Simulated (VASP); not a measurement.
# C in VASP: single point with PBE+D3(BJ)

Aim: the single point of C with PBE+D3(BJ).

All numbers are computed with VASP 6.6.1; they aren't measurements. Logs are shortened: lines on timing, memory, paths and dates and some standing lists are left out, and cuts for length are marked.

### 1 The cell of the first run

The cell holds a slab with vacuum, 6 atoms: a = 2.465 Å, b = 3.612 Å, c = 18.752 Å, α = 90.00°, β = 90.00°, γ = 80.17°.

### 2 Single point, PBE+D3(BJ)

INCAR

```
PREC = Accurate
ENCUT = 520
EDIFF = 1E-6
ISMEAR = 0
SIGMA = 0.05
LREAL = False
LASPH = True
NELM = 100
ALGO = Normal
ISIF = 2
LWAVE = False
LCHARG = True
LDIPOL = True
IDIPOL = 3
DIPOL = 0.5 0.5 0.500
GGA = PE
IVDW = 12
LELF = True
LVHAR = True
LVACPOTAV = True
NBANDS = 21
```

KPOINTS

```
Automatic mesh
0
Gamma
  12 8 1
```

POSCAR

```
C
1.0
    2.4646114321      0.0000000000      0.0000000000
    0.6166368893      3.5586578770      0.0000000000
    0.0000000000      0.0000000000     18.7523305685
C
6
Direct
    0.7128553752      0.1499632917      0.3732869349
    0.1978780532      0.2099625279      0.4094966681
    0.1682220894      0.3299262015      0.4818951334
    0.6533334642      0.3895095623      0.5171424057
    0.6210356329      0.5194459265      0.5925517115
    0.1064381348      0.5779314599      0.6237968022
```

Potentials or basis: VASP PAW PBE potentials, release 64 (C).

Started as:

```console
cat potpaw_PBE.64/C/POTCAR > POTCAR
mpirun -np 1 vasp_std > vasp.out
```

OUTCAR:

```text
PREC = Accurate
   ENCUT = 520
   EDIFF = 1E-6
   ISMEAR = 0
   LREAL = False
   LASPH = True
   NELM = 100
   ISIF = 2
   GGA = PE
   IVDW = 12
 IVDW          = 12

 ion  position               nearest neighbor table
   1  0.713  0.150  0.373-   2 1.42   2 1.42
   2  0.198  0.210  0.409-   1 1.42   1 1.42   3 1.42
   3  0.168  0.330  0.482-   4 1.41   4 1.41   2 1.42
   4  0.653  0.390  0.517-   3 1.41   3 1.41   5 1.49
   5  0.621  0.519  0.593-   6 1.38   6 1.38   4 1.49
   6  0.106  0.578  0.624-   5 1.38   5 1.38

  LATTYP: Found a simple monoclinic cell.
 ALAT       =     2.4646114321
 B/A-ratio  =     7.6086357161
 C/A-ratio  =     1.4654186458
 COS(beta)  =    -0.1707337308

  Lattice vectors:

 A1 = (   2.4646114321,   0.0000000000,   0.0000000000)
 A2 = (   0.0000000000,   0.0000000000,  18.7523305685)
 A3 = (  -0.6166368893,  -3.5586578770,   0.0000000000)

Analysis of symmetry for initial positions (statically):
=====================================================================
 Subroutine PRICEL returns:
 Original cell was already a primitive cell.

 Routine SETGRP: Setting up the symmetry group for a
 simple monoclinic supercell.

 Subroutine GETGRP returns: Found  1 space group operations
 (whereof  1 operations were pure point group operations)
 out of a pool of  4 trial point group operations.

The static configuration has the point symmetry C_1 .

Analysis of symmetry for dynamics (positions and initial velocities):
=====================================================================
 Subroutine PRICEL returns:
 Original cell was already a primitive cell.

 Routine SETGRP: Setting up the symmetry group for a
 simple monoclinic supercell.

 Subroutine GETGRP returns: Found  1 space group operations
 (whereof  1 operations were pure point group operations)
 out of a pool of  4 trial point group operations.

The dynamic configuration has the point symmetry C_1 .

 Subroutine INISYM returns: Found  1 space group operations
 (whereof  1 operations are pure point group operations),
 and found     1 'primitive' translations

----------------------------------------------------------------------------------------

                                     Primitive cell

  volume of cell :     164.4712

  direct lattice vectors                    reciprocal lattice vectors
     2.464611432  0.000000000  0.000000000     0.405743472 -0.070306391  0.000000000
     0.616636889  3.558657877  0.000000000     0.000000000  0.281004815  0.000000000
     0.000000000  0.000000000 18.752330568     0.000000000  0.000000000  0.053326705

  length of vectors
     2.464611432  3.611687547 18.752330568     0.411789696  0.281004815  0.053326705

  position of ions in fractional coordinates (direct lattice)
     0.712855375  0.149963292  0.373286935
     0.197878053  0.209962528  0.409496668
     0.168222089  0.329926202  0.481895133
     0.653333464  0.389509562  0.517142406
     0.621035633  0.519445926  0.592551712
     0.106438135  0.577931460  0.623796802

  ion indices of the primitive-cell ions
   primitive index   ion index
                 1           1
                 2           2
                 3           3
                 4           4
                 5           5
                 6           6

----------------------------------------------------------------------------------------

 KPOINTS: Automatic mesh

Automatic generation of k-mesh.
 Grid dimensions read from file:
 generate k-points for:   12    8    1

 Generating k-lattice:

  Cartesian coordinates                     Fractional coordinates (reciprocal lattice)
     0.033811956 -0.005858866  0.000000000     0.083333333  0.000000000  0.000000000
     0.000000000  0.035125602  0.000000000     0.000000000  0.125000000  0.000000000
     0.000000000  0.000000000  0.053326705     0.000000000  0.000000000  1.000000000

  Length of vectors
     0.034315808  0.035125602  0.053326705

  Shift w.r.t. Gamma in fractional coordinates (k-lattice)
     0.000000000  0.000000000  0.000000000

 Subroutine IBZKPT returns following result:
 ===========================================

 Found     50 irreducible k-points:

 Following reciprocal coordinates:
            Coordinates               Weight
  0.000000  0.000000  0.000000      1.000000
  0.083333 -0.000000  0.000000      2.000000
  0.166667 -0.000000  0.000000      2.000000
  0.250000  0.000000  0.000000      2.000000
  0.333333 -0.000000  0.000000      2.000000
  0.416667  0.000000  0.000000      2.000000
[... 16 lines left out ...]
  0.250000  0.250000  0.000000      2.000000
  0.333333  0.250000  0.000000      2.000000
 [... further k-points ...]
   k-points           NKPTS =     50   k-points in BZ     NKDIM =     50   number of bands    NBANDS=     21
   number of dos      NEDOS =    301   number of ions     NIONS =      6
   total plane-waves  NPLWV =  70560
   dimension x,y,z NGX =    18 NGY =   28 NGZ =  140
   dimension x,y,z NGXF=    36 NGYF=   56 NGZF=  280
   ions per type =               6
   NGX,Y,Z   is equivalent  to a cutoff of  12.14, 12.89, 12.41 a.u.
   NGXF,Y,Z  is equivalent  to a cutoff of  24.28, 25.78, 24.82 a.u.
 SYSTEM =  unknown system
   PREC   = accura    normal or accurate (medium, high low for compatibility)
   ISTART =      0    job   : 0-new  1-cont  2-samecut
   ICHARG =      2    charge: 1-file 2-atom 10-const
   ISPIN  =      1    spin polarized calculation?
   LNONCOLLINEAR =      F non collinear calculations
   LSORBIT =      F    spin-orbit coupling
   LASPH  =      T    aspherical Exc in radial PAW
   ENCUT  =  520.0 eV  38.22 Ry    6.18 a.u.   4.58  6.72 34.87*2*pi/ulx,y,z
   NELM   =    100;   NELMIN=  2; NELMDL= -5     # of ELM steps
   EDIFF  = 0.1E-05   stopping-criterion for ELM
   LREAL  =      F    real-space projection
   EDIFFG = 0.1E-04   stopping-criterion for IOM
   NSW    =      0    number of steps for IOM
   IBRION =     -1    ionic relax: 0-MD 1-quasi-New 2-CG
   NFREE  =      0    steps in history (QN), initial steepest desc. (CG)
   ISIF   =      2    stress and relaxation
   ISYM   =      2    0-nonsym 1-usesym 2-fastsym
   POTIM  = 0.5000    time-step for ionic-motion
   TEBEG  =    0.0;   TEEND  =   0.0 temperature during run
   PSTRESS=    0.0 pullay stress
   NELECT =      24.0000    total number of electrons
   NUPDOWN=      -1.0000    fix difference up-down
   EMIN   =  10.00;   EMAX   =-10.00  energy-range for DOS
   EFERMI =   0.00;   METHOD = LEGACY
   ISMEAR =     0;   SIGMA  =   0.05  broadening in eV -4-tet -1-fermi 0-gaus
   EFERMI_NEDOS =   21; number of points for ismear=-14 and -15
   IALGO  =     38    algorithm
   IMIX   =      4    mixing-type and parameters
     AMIX     =   0.40;   BMIX     =  1.00
     AMIX_MAG =   1.60;   BMIX_MAG =  1.00
  volume/ion in A,a.u.               =      27.41       184.98
  Fermi-wavevector in a.u.,A,eV,Ry     =   0.861884  1.628724 10.106996  0.742843
  Thomas-Fermi vector in A             =   1.979603
   LORBIT       =      0    0 simple, 1 ext, 2 COOP (PROOUT), +10 PAW based schemes
   GGA     = PE    functional components
   LHFCALC =     F    Hartree Fock is set to
   AEXX    =    0.0000 exact exchange contribution
   IVDW    =    12    specifies the selected vdW correction
   LEPSILON=     F    determine dielectric tensor
   LRPA    =     F    only Hartree local field effects (RPA)
 non-spin polarized calculation
 Gauss-broadening in eV      SIGMA  =   0.05
  energy-cutoff  :      520.00
  volume of cell :      164.47
 maximum number of plane-waves:      4497
   NGX =  9   NGY = 13   NGZ = 69

 dipolmoment           0.000000      0.000000      0.090570 electrons x Angstroem

 number of electron      24.0000000 magnetization

 dipolmoment           0.000000      0.000000     -0.025007 electrons x Angstroem

 Free energy of the ion-electron system (eV)
  ---------------------------------------------------
  ext. energy  EPLUGINS =         0.00000000
  ---------------------------------------------------
  free energy    TOTEN  =       -48.86014890 eV

  energy without entropy =      -48.85215000  energy(sigma->0) =      -48.85614945

 E-fermi :  -3.1093     XC(G=0):  -4.2200

 val. band max:       -3.1152805813   @ k =   0.3333  -0.0000   0.0000
 cond. band min:      -3.0985518142   @ k =  -0.2500   0.1250   0.0000
 fundamental gap:      0.0167287670
 Fermi energy:        -3.1093454665

 k-point     1 :       0.0000    0.0000    0.0000
  band No.  band energies     occupation
      1     -21.9076      2.00000
      2     -20.1651      2.00000
      3     -17.7746      2.00000
      4     -13.3117      2.00000
      5      -9.2729      2.00000
      6      -9.0299      2.00000
[... 13 lines left out ...]
     20       4.7711      0.00000
     21       5.0269      0.00000

 k-point     2 :       0.0833   -0.0000    0.0000
  band No.  band energies     occupation
      1     -21.7840      2.00000
      2     -20.0462      2.00000
      3     -17.6660      2.00000
      4     -13.2281      2.00000
      5      -9.5375      2.00000
      6      -9.2683      2.00000
[... 13 lines left out ...]
     20       5.0214      0.00000
     21       5.4799      0.00000

 k-point     3 :       0.1667   -0.0000    0.0000
  band No.  band energies     occupation
      1     -21.4143      2.00000
      2     -19.6911      2.00000
      3     -17.3407      2.00000
      4     -13.0170      2.00000
      5     -10.7636      2.00000
      6      -9.7646      2.00000
[... 13 lines left out ...]
     20       5.2946      0.00000
     21       5.9580      0.00000
[... 457 lines left out ...]
 k-point    23 :       0.2500    0.2500    0.0000
  band No.  band energies     occupation
      1     -20.7435      2.00000
      2     -19.0631      2.00000
      3     -16.7831      2.00000
      4     -13.0761      2.00000
      5     -11.8529      2.00000
      6     -11.1884      2.00000
[... 13 lines left out ...]
     20       5.9528      0.00000
     21       6.6686      0.00000

 k-point    24 :       0.3333    0.2500    0.0000
  band No.  band energies     occupation
      1     -19.9179      2.00000
      2     -18.2718      2.00000
      3     -16.0406      2.00000
      4     -14.3707      2.00000
      5     -12.9057      2.00000
      6     -11.5344      2.00000
[... 13 lines left out ...]
     20       6.5444      0.00000
     21       7.0034      0.00000

 [... further k-points ...]

------------------------ aborting loop because EDIFF is reached ----------------------------------------

 Edisp (eV)   -0.68899

 E8    (eV) :    -0.2055

  FORCE on cell =-STRESS in cart. coord.  units (eV):
  Direction    XX          YY          ZZ          XY          YZ          ZX
  --------------------------------------------------------------------------------------
  -------------------------------------------------------------------------------------
  Total      -0.10537    -0.06181     0.99939     0.02682     0.37537    -0.00989
  in kB      -1.02643    -0.60212     9.73539     0.26128     3.65666    -0.09631
  external pressure =        2.70 kB  Pullay stress =        0.00 kB

 VOLUME and BASIS-vectors are now :
 -----------------------------------------------------------------------------
  energy-cutoff  :      520.00
  volume of cell :      164.47
      direct lattice vectors                 reciprocal lattice vectors
     2.464611432  0.000000000  0.000000000     0.405743472 -0.070306391  0.000000000
     0.616636889  3.558657877  0.000000000     0.000000000  0.281004815  0.000000000
     0.000000000  0.000000000 18.752330568     0.000000000  0.000000000  0.053326705

 POSITION                                       TOTAL-FORCE (eV/Angst)
 -----------------------------------------------------------------------------------
      1.84938      0.53367      7.00000         0.012023      0.464352      1.683382
      0.61716      0.74718      7.67902        -0.008366     -0.949097     -3.198822
      0.61805      1.17409      9.03666        -0.003460      0.471317      1.456961
      1.85040      1.38613      9.69763        -0.001308     -0.001191      0.013378
      1.85092      1.84853     11.11173        -0.002150      0.004704      0.000237
      0.61870      2.05666     11.69764         0.003262      0.009914      0.044863
 -----------------------------------------------------------------------------------
    total drift:                                0.000134     -0.000016      0.000327

  FREE ENERGIE OF THE ION-ELECTRON SYSTEM (eV)
  ---------------------------------------------------
  free  energy   TOTEN  =       -49.5491417747 eV

  energy  without entropy=      -49.5411428728  energy(sigma->0) =      -49.54514232

 vacuum level on the upper side and lower side of the slab         3.225         3.740
```

It took 10 min on 1 thread of Intel Xeon 8259CL, shared host; peak memory 0.33 GiB.

Results:

```yaml
Free_energy: -49.5491 eV
Largest_force: 3.337 eV/Å
Band_gap_on_the_k_mesh: zero (bands 12 and 13 overlap by 0.06 eV)
Dispersion_energy_per_atom: -0.115 eV
```

Forces in eV/Å, atoms in the order of the input:
```
C    0.012  0.464  1.683
C   -0.008 -0.949 -3.199
C   -0.003  0.471  1.457
C   -0.001 -0.001  0.013
C   -0.002  0.005  0.000
C    0.003  0.010  0.045
```
